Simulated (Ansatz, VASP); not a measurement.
One calculation of CsP4, two programs

Contents of INCAR:

```
ALGO = Normal ; EDIFF = 1E-6
EDIFFG = -0.01 ; ENCUT = 600
GGA = PE ; IBRION = 2
ISIF = 3 ; ISMEAR = 0
LASPH = T ; LCHARG = F
LREAL = F ; LWAVE = F
NELM = 60 ; NSW = 100
PREC = Accurate ; SIGMA = 0.1
```

The input KPOINTS:

```
k-points
0
Gamma
  10 10 6
```

POSCAR

```
CsP4
1.0
    3.7769594738      0.0000000000      0.0000000000
    0.0000000000      3.7769594738      0.0000000000
    0.0000000000      0.0000000000      7.9670217896
Cs P
1 4
Direct
    0.0000000000      0.0000000000      0.0000000000
    0.5000000000      0.0000000000      0.3621568027
    0.0000000000      0.5000000000      0.6378431973
    0.5000000000      0.0000000000      0.6378431973
    0.0000000000      0.5000000000      0.3621568027
```

Input for Ansatz:

```yaml
crystal:
  lattice:
    - [3.7769594738, 0.0, 0.0]
    - [0.0, 3.7769594738, 0.0]
    - [0.0, 0.0, 7.9670217896]
  atoms:
    - { symbol: Cs, position: [0.0, 0.0, 0.0] }
    - { symbol: P, position: [0.5, 0.0, 0.3621568027] }
    - { symbol: P, position: [0.0, 0.5, 0.6378431973] }
    - { symbol: P, position: [0.5, 0.0, 0.6378431973] }
    - { symbol: P, position: [0.0, 0.5, 0.3621568027] }
basis:
  ecutwfc: 420
kpoints:
  mp_grid: { grid: [10, 10, 6] }
hamiltonian:
  xc: pbe
scf:
  occupations: { method: gaussian, width: 0.1 }
output:
  forces: true
  stress: true
  eigenvalues: true
relax:
  adjacent_minimum: "off"
  f_tol: 0.01
  max_steps: 80
  cell: { stress_tol: 0.05 }
```

Change from the starting cell: ordered vacancies on the cation sites of fluorite (P4/mmm, No. 123).

Alike in both runs: task relaxation of cell and atoms; functional PBE; k mesh 10 × 10 × 6; occupations gaussian, width 0.1 eV; no spin polarisation.

```csv
,VASP,Ansatz
version,VASP 6.6.1,Ansatz 0.2.0
potentials or method,"VASP PAW PBE potentials, release 64 (Cs_sv, P), cutoff 600 eV","scalar-relativistic, plane waves, PAW"
valence electrons in the cell,29,29
```

VASP gave:

| Item | Value |
| --- | --- |
| gap on the k mesh at the Fermi level, each at its own relaxed structure (eV) | none |
| relaxed volume (Å³/atom) | 22.79 |
| relaxed cell length with the largest relative difference (Å) | 7.919 |

Estimate Ansatz's values.

gap on the k mesh at the Fermi level, each at its own relaxed structure (eV): none; relaxed volume (Å³/atom): 22.75; relaxed cell length with the largest relative difference (Å): 7.909.

A gap of «none» marks a metal or a gap that the smearing closes.

Neither program's run includes spin-orbit coupling.
